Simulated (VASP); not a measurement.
Here is a VASP 6.6.1 calculation.

INCAR

```
ALGO = Normal
EDIFF = 1E-6
ENCUT = 520
GGA = PE
ISIF = 2
ISMEAR = 0
LASPH = True
LCHARG = False
LREAL = False
LWAVE = False
NBANDS = 16
NELM = 80
PREC = Accurate
SIGMA = 0.15
```

Contents of KPOINTS:

```
k-points
0
Gamma
  18 18 12
```

The input POSCAR:

```
Ir
1.0
    2.8614330104      0.0000000000      0.0000000000
   -1.4307165052      2.4780736782      0.0000000000
    0.0000000000      0.0000000000      4.4622900000
Ir
2
Direct
    0.6666666667      0.3333333333      0.7500000000
    0.3333333333      0.6666666667      0.2500000000
```

Potentials or basis: VASP PAW PBE potentials, release 64 (Ir).

Launch:

```bash
$ cat potpaw_PBE.64/Ir/POTCAR > POTCAR
$ mpirun -np 1 vasp_std > vasp.out
```

Question: Estimate the pressure.

Answer: -22.0 GPa.

Question: What does it give for the band gap on the k mesh?

Answer: Zero (band 9 reaches 9.44 eV, above the bottom of band 10 at 6.71 eV).

Stress tensor (GPa, compression positive):
```
-24.86   0.00   0.00
  0.00 -24.86   0.00
  0.00   0.00 -16.41
```

Caveat: the cell differs from its parent crystal (strain +0.040 along x and y, +0.000 along z); spin-orbit coupling is left out, which moves the levels of the heavy elements.
